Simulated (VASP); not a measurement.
The system is Os.

```
Os
1.0
     2.75593    0.00000    0.00000
    -1.37796    2.38670    0.00000
     0.00000    0.00000    4.34265
Os
2
Direct
  0.33333 0.66667 0.25000
  0.66667 0.33333 0.75000
```

Base run:

* Program: VASP 6.6.1
* Functional: PBE
* Potentials or basis: VASP PAW PBE potentials, release 64 (Os)
* Cutoff: 520 eV
* k mesh: 13 × 13 × 7
* Occupations: fermi-dirac, width 0.1 eV
* Spin: no spin polarisation

Its results: band gap on the k mesh zero (band 8 reaches 11.15 eV, above the bottom of band 9 at 7.45 eV); pressure -0.2 GPa.

**Question.** The run is repeated on the same cell with these changes: k mesh from 13 × 13 × 7 to 2 × 2 × 1. What comes out?

**Answer.** Band gap on the k mesh zero (band 8 reaches 10.87 eV, above the bottom of band 9 at 7.83 eV); pressure 6.5 GPa.

Caveats: some runs use coarse meshes; spin-orbit coupling is left out, which moves the levels of the heavy elements.
